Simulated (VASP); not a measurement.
# LiAl6Cu4 (a cell with a defect) in VASP: notebook

LiAl6Cu4 (a cell with a defect) is run at these levels: PBEsol; tasks: single point.

All numbers are computed with VASP 6.6.1; they aren't measurements. Logs are shortened: lines on timing, memory, paths and dates and some standing lists are left out, and cuts for length are marked.

**1. The cell of the first run**

The cell holds a defect, 11 atoms: a = 4.099 Å, b = 4.982 Å, c = 7.099 Å, α = 90.00°, β = 90.00°, γ = 90.00°.

**2. Single point, PBEsol**

File INCAR:

```
SYSTEM = LiAl6Cu4
PREC = Accurate ; ENCUT = 650
EDIFF = 1E-6 ; ISMEAR = 0
SIGMA = 0.15 ; LREAL = .False.
LASPH = .True. ; NELM = 120
ALGO = Normal ; ISIF = 2
LWAVE = .False. ; LCHARG = .False.
GGA = PS ; NBANDS = 44
GGA_COMPAT = .False.
```

File KPOINTS:

```
Automatic mesh
0
Gamma
  8 6 4
  0 0 0
```

File POSCAR:

```
LiAl6Cu4
1.0
   -4.0986257031      0.0000000000      0.0000000000
    0.0000000000      0.0000000000     -4.9819853884
    0.0000000000     -7.0990279589      0.0000000000
Al Cu Li
6 4 1
Direct
    0.0000000000      1.0000000000      0.0000000000
    0.5000000000      1.0000000000      0.5000000000
    0.5000000000      0.6484631524      0.1666666667
    0.0000000000      0.6484631524      0.6666666667
    0.0000000000      0.3515368476      0.3333333333
    0.5000000000      0.3515368476      0.8333333333
    0.5000000000      0.1576574106      0.1666666667
    0.0000000000      0.1576574106      0.6666666667
    0.0000000000      0.8423425894      0.3333333333
    0.5000000000      0.8423425894      0.8333333333
    0.4583333333      0.4999279917      0.3750000000
```

Potentials or basis: VASP PAW PBE potentials, release 64 (Al, Cu, Li_sv).

The run is started by

```console
$ cat potpaw_PBE.64/Al/POTCAR potpaw_PBE.64/Cu/POTCAR potpaw_PBE.64/Li_sv/POTCAR > POTCAR
$ mpirun -np 1 vasp_std > vasp.out
```

OUTCAR:

```text
SYSTEM = LiAl6Cu4
   PREC = Accurate
   ENCUT = 650
   EDIFF = 1E-6
   ISMEAR = 0
   LREAL = .False.
   LASPH = .True.
   NELM = 120
   ISIF = 2
   GGA = PS

 ion  position               nearest neighbor table
   1  0.000  0.000  0.000-   8 2.49   9 2.49   7 2.49  10 2.49   7 2.49  10 2.49   4 2.94   5 2.94
                             3 2.94   6 2.94   3 2.94   6 2.94
   2  0.500  0.000  0.500-   7 2.49  10 2.49   9 2.49   8 2.49   8 2.49   9 2.49  11 2.65  11 2.65
                             3 2.94   6 2.94   4 2.94   5 2.94   5 2.94   4 2.94
   3  0.500  0.648  0.167-  11 1.66   7 2.45   7 2.54   9 2.56   9 2.56  10 2.56   5 2.79   5 2.79
                             6 2.79   2 2.94   1 2.94   1 2.94
   4  0.000  0.648  0.667-   8 2.45   8 2.54  10 2.56  10 2.56   9 2.56   6 2.79   6 2.79   5 2.79
                            11 2.89   1 2.94   2 2.94   2 2.94
   5  0.000  0.352  0.333-  11 2.04  11 2.36   9 2.45   9 2.54   7 2.56   7 2.56   8 2.56   3 2.79
                             3 2.79   4 2.79   1 2.94   2 2.94   2 2.94
   6  0.500  0.352  0.833-  10 2.45  10 2.54   8 2.56   8 2.56   7 2.56   4 2.79   4 2.79   3 2.79
                             2 2.94   1 2.94   1 2.94
   7  0.500  0.158  0.167-  11 2.26   3 2.45   2 2.49   1 2.49   1 2.49   3 2.54   5 2.56   5 2.56
                             6 2.56
   8  0.000  0.158  0.667-   4 2.45   1 2.49   2 2.49   2 2.49   4 2.54   6 2.56   6 2.56   5 2.56

   9  0.000  0.842  0.333-   5 2.45   1 2.49   2 2.49   2 2.49   5 2.54  11 2.55   3 2.56   3 2.56
                             4 2.56
  10  0.500  0.842  0.833-   6 2.45   2 2.49   1 2.49   1 2.49   6 2.54   4 2.56   4 2.56   3 2.56

  11  0.458  0.500  0.375-   3 1.66   5 2.04   7 2.26   5 2.36   9 2.55   2 2.65   2 2.65   4 2.89

  LATTYP: Found a simple orthorhombic cell.
 ALAT       =     4.0986257031
 B/A-ratio  =     1.2155258248
 C/A-ratio  =     1.7320508076

  Lattice vectors:

 A1 = (  -4.0986257031,   0.0000000000,   0.0000000000)
 A2 = (   0.0000000000,   0.0000000000,  -4.9819853884)
 A3 = (   0.0000000000,  -7.0990279589,   0.0000000000)

Analysis of symmetry for initial positions (statically):
=====================================================================
 Subroutine PRICEL returns:
 Original cell was already a primitive cell.

 Routine SETGRP: Setting up the symmetry group for a
 simple orthorhombic supercell.

 Subroutine GETGRP returns: Found  1 space group operations
 (whereof  1 operations were pure point group operations)
 out of a pool of  8 trial point group operations.

The static configuration has the point symmetry C_1 .

Analysis of symmetry for dynamics (positions and initial velocities):
=====================================================================
 Subroutine PRICEL returns:
 Original cell was already a primitive cell.

 Routine SETGRP: Setting up the symmetry group for a
 simple orthorhombic supercell.

 Subroutine GETGRP returns: Found  1 space group operations
 (whereof  1 operations were pure point group operations)
 out of a pool of  8 trial point group operations.

The dynamic configuration has the point symmetry C_1 .

 Subroutine INISYM returns: Found  1 space group operations
 (whereof  1 operations are pure point group operations),
 and found     1 'primitive' translations

----------------------------------------------------------------------------------------

                                     Primitive cell

  volume of cell :     144.9571

  direct lattice vectors                    reciprocal lattice vectors
    -4.098625703  0.000000000  0.000000000    -0.243984221  0.000000000  0.000000000
     0.000000000  0.000000000 -4.981985388     0.000000000  0.000000000 -0.200723190
     0.000000000 -7.099027959  0.000000000     0.000000000 -0.140864356  0.000000000

  length of vectors
     4.098625703  4.981985388  7.099027959     0.243984221  0.200723190  0.140864356

  position of ions in fractional coordinates (direct lattice)
     0.000000000  0.000000000  0.000000000
     0.500000000  0.000000000  0.500000000
     0.500000000  0.648463152  0.166666667
     0.000000000  0.648463152  0.666666667
     0.000000000  0.351536848  0.333333333
     0.500000000  0.351536848  0.833333333
     0.500000000  0.157657411  0.166666667
     0.000000000  0.157657411  0.666666667
     0.000000000  0.842342589  0.333333333
     0.500000000  0.842342589  0.833333333
     0.458333333  0.499927992  0.375000000

  ion indices of the primitive-cell ions
   primitive index   ion index
                 1           1
                 2           2
                 3           3
                 4           4
[... 22 lines left out ...]

  Length of vectors
     0.030498028  0.033453865  0.035216089

  Shift w.r.t. Gamma in fractional coordinates (k-lattice)
     0.000000000  0.000000000  0.000000000

 Subroutine IBZKPT returns following result:
 ===========================================

 Found    100 irreducible k-points:

 Following reciprocal coordinates:
            Coordinates               Weight
  0.000000  0.000000  0.000000      1.000000
  0.125000  0.000000  0.000000      2.000000
  0.250000  0.000000  0.000000      2.000000
  0.375000  0.000000  0.000000      2.000000
  0.500000  0.000000  0.000000      1.000000
  0.000000  0.166667  0.000000      2.000000
[... 16 lines left out ...]
  0.125000  0.500000  0.000000      2.000000
  0.250000  0.500000  0.000000      2.000000
 [... further k-points ...]
   k-points           NKPTS =    100   k-points in BZ     NKDIM =    100   number of bands    NBANDS=     44
   number of dos      NEDOS =    301   number of ions     NIONS =     11
   total plane-waves  NPLWV =  90720
   dimension x,y,z NGX =    36 NGY =   42 NGZ =   60
   dimension x,y,z NGXF=    72 NGYF=   84 NGZF=  120
   ions per type =               6   4   1
   NGX,Y,Z   is equivalent  to a cutoff of  14.60, 14.02, 14.05 a.u.
   NGXF,Y,Z  is equivalent  to a cutoff of  29.20, 28.03, 28.10 a.u.
 SYSTEM =  LiAl6Cu4
   PREC   = accura    normal or accurate (medium, high low for compatibility)
   ISTART =      0    job   : 0-new  1-cont  2-samecut
   ICHARG =      2    charge: 1-file 2-atom 10-const
   ISPIN  =      1    spin polarized calculation?
   LNONCOLLINEAR =      F non collinear calculations
   LSORBIT =      F    spin-orbit coupling
   LASPH  =      T    aspherical Exc in radial PAW
   ENCUT  =  650.0 eV  47.77 Ry    6.91 a.u.   8.52 10.36 14.76*2*pi/ulx,y,z
   NELM   =    120;   NELMIN=  2; NELMDL= -5     # of ELM steps
   EDIFF  = 0.1E-05   stopping-criterion for ELM
   LREAL  =      F    real-space projection
   EDIFFG = 0.1E-04   stopping-criterion for IOM
   NSW    =      0    number of steps for IOM
   IBRION =     -1    ionic relax: 0-MD 1-quasi-New 2-CG
   NFREE  =      0    steps in history (QN), initial steepest desc. (CG)
   ISIF   =      2    stress and relaxation
   ISYM   =      2    0-nonsym 1-usesym 2-fastsym
   POTIM  = 0.5000    time-step for ionic-motion
   TEBEG  =    0.0;   TEEND  =   0.0 temperature during run
   PSTRESS=    0.0 pullay stress
   NELECT =      65.0000    total number of electrons
   NUPDOWN=      -1.0000    fix difference up-down
   EMIN   =  10.00;   EMAX   =-10.00  energy-range for DOS
   EFERMI =   0.00;   METHOD = LEGACY
   ISMEAR =     0;   SIGMA  =   0.15  broadening in eV -4-tet -1-fermi 0-gaus
   EFERMI_NEDOS =   21; number of points for ismear=-14 and -15
   IALGO  =     38    algorithm
   IMIX   =      4    mixing-type and parameters
     AMIX     =   0.40;   BMIX     =  1.00
     AMIX_MAG =   1.60;   BMIX_MAG =  1.00
  volume/ion in A,a.u.               =      13.18        88.93
  Fermi-wavevector in a.u.,A,eV,Ry     =   1.253043  2.367909 21.362746  1.570118
  Thomas-Fermi vector in A             =   2.386915
   LORBIT       =      0    0 simple, 1 ext, 2 COOP (PROOUT), +10 PAW based schemes
   GGA     = PS    functional components
   LHFCALC =     F    Hartree Fock is set to
   AEXX    =    0.0000 exact exchange contribution
   IVDW    =     0    specifies the selected vdW correction
   LEPSILON=     F    determine dielectric tensor
   LRPA    =     F    only Hartree local field effects (RPA)
 non-spin polarized calculation
 Gauss-broadening in eV      SIGMA  =   0.15
  energy-cutoff  :      650.00
  volume of cell :      144.96
 maximum number of plane-waves:      5494
 NGX is ok and might be reduce to    36
   NGX = 17   NGY = 21   NGZ = 29

 number of electron      64.9999985 magnetization

 Free energy of the ion-electron system (eV)
  ---------------------------------------------------
  ext. energy  EPLUGINS =         0.00000000
  ---------------------------------------------------
  free energy    TOTEN  =       -42.06152487 eV

  energy without entropy =      -42.02661112  energy(sigma->0) =      -42.04406799

 E-fermi :   8.7947     XC(G=0): -11.2476

 val. band max:        8.7870624455   @ k =  -0.2500   0.3333  -0.2500
 cond. band min:       8.7983669326   @ k =   0.2500   0.5000   0.2500
 fundamental gap:      0.0113044871
 Fermi energy:         8.7947223467

 k-point     1 :       0.0000    0.0000    0.0000
  band No.  band energies     occupation
      1     -38.1468      2.00000
      2      -2.5935      2.00000
      3      -0.0713      2.00000
      4       0.4891      2.00000
      5       2.0920      2.00000
      6       2.5574      2.00000
[... 1117 lines left out ...]
     43      14.2088      0.00000
     44      14.3257      0.00000

 [... further k-points ...]

------------------------ aborting loop because EDIFF is reached ----------------------------------------

  FORCE on cell =-STRESS in cart. coord.  units (eV):
  Direction    XX          YY          ZZ          XY          YZ          ZX
  --------------------------------------------------------------------------------------
  -------------------------------------------------------------------------------------
  Total        6.8880402     13.5919191      7.3498756     -0.3123593     -4.3436905      1.8004453
  in kB       76.1318981    150.2283058     81.2364569     -3.4524347    -48.0097965     19.8999011
  external PRESSURE =     102.5322203 kB  Pullay stress =       0.0000000 kB

 VOLUME and BASIS-vectors are now :
 -----------------------------------------------------------------------------
  energy-cutoff  :      650.00
  volume of cell :      144.96
      direct lattice vectors                 reciprocal lattice vectors
    -4.098625703  0.000000000  0.000000000    -0.243984221  0.000000000  0.000000000
     0.000000000  0.000000000 -4.981985388     0.000000000  0.000000000 -0.200723190
     0.000000000 -7.099027959  0.000000000     0.000000000 -0.140864356  0.000000000

 POSITION                                       TOTAL-FORCE (eV/Angst)
 -----------------------------------------------------------------------------------
      0.00000      0.00000      0.00000         0.012774      0.153829      0.013656
     -2.04931     -3.54951      0.00000        -0.008766     -0.070068     -0.055549
     -2.04931     -1.18317     -3.23063        -0.635875      6.926305     -3.307386
      0.00000     -4.73269     -3.23063         0.029108     -0.167176     -0.073383
      0.00000     -2.36634     -1.75135         1.710267      0.874066      1.333212
     -2.04931     -5.91586     -1.75135        -0.035191      0.035867      0.030007
     -2.04931     -1.18317     -0.78545        -0.048897      0.408998      0.034454
      0.00000     -4.73269     -0.78545        -0.020896     -0.016132      0.024077
      0.00000     -2.36634     -4.19654         0.066909     -0.029572      0.449316
     -2.04931     -5.91586     -4.19654         0.005418     -0.079673     -0.050016
     -1.87854     -2.66214     -2.49063        -1.074850     -8.036443      1.601611
 -----------------------------------------------------------------------------------
    total drift:                                0.000023      0.000919     -0.000376

  FREE ENERGIE OF THE ION-ELECTRON SYSTEM (eV)
  ---------------------------------------------------
  free  energy   TOTEN  =       -42.0615248688 eV

  energy  without entropy=      -42.0266111185  energy(sigma->0) =      -42.04406799
```

Run time: 33 min. Hardware: 1 thread of Intel Xeon 8259CL, shared host; peak memory 0.78 GiB.

Results:

| Item | Value |
| --- | --- |
| Free energy | -42.0615 eV |
| Pressure | 10.3 GPa |
| Largest force | 8.265 eV/Å |
| Band gap on the k mesh | zero (an odd number of electrons rules out a gap without spin polarisation) |

Forces on the atoms (eV/Å):
```
Al   0.013  0.154  0.014
Al  -0.009 -0.070 -0.056
Al  -0.636  6.926 -3.307
Al   0.029 -0.167 -0.073
Al   1.710  0.874  1.333
Al  -0.035  0.036  0.030
Cu  -0.049  0.409  0.034
Cu  -0.021 -0.016  0.024
Cu   0.067 -0.030  0.449
Cu   0.005 -0.080 -0.050
Li  -1.075 -8.036  1.602
```

Stress tensor (GPa, compression positive):
```
 7.61 -0.35  1.99
-0.35 15.02 -4.80
 1.99 -4.80  8.12
```

Levels at points of the mesh, in eV from the Fermi level:
| k point | band 30 | band 31 | band 32 | band 33 | band 34 | band 35 | band 36 | band 37 |
| --- | --- | --- | --- | --- | --- | --- | --- | --- |
| (0.00, 0.00, 0.00) | -1.02 | -0.72 | -0.58 | -0.26 | 0.33 | 0.99 | 1.27 | 2.14 |
| (0.50, 0.00, 0.00) | -2.74 | -2.66 | -0.69 | -0.11 | 0.35 | 0.53 | 0.67 | 0.75 |
| (0.00, 0.50, 0.00) | 0.55 | 0.56 | 0.79 | 0.85 | 1.13 | 1.18 | 1.37 | 1.91 |
| (0.50, 0.50, 0.00) | -3.42 | -3.32 | -2.20 | -2.17 | 2.71 | 3.46 | 3.62 | 4.05 |
| (0.00, 0.00, 0.50) | -2.69 | -2.05 | 0.20 | 0.27 | 1.25 | 1.48 | 1.58 | 2.23 |
| (0.50, 0.00, 0.50) | -2.83 | -2.76 | -1.38 | -0.94 | -0.41 | -0.34 | 0.29 | 0.31 |
| (0.00, 0.50, 0.50) | -1.11 | -1.01 | -0.80 | 0.23 | 0.78 | 0.99 | 1.17 | 1.37 |
| (0.50, 0.50, 0.50) | -2.10 | -1.85 | -0.69 | -0.39 | 0.13 | 0.36 | 0.73 | 0.86 |

Caveat: atoms lie so close that the PAW spheres overlap strongly, which falsifies energies and pressures; the PAW data sets were made with another functional, which shifts forces and pressure a little.

[end of part 1 of 2]
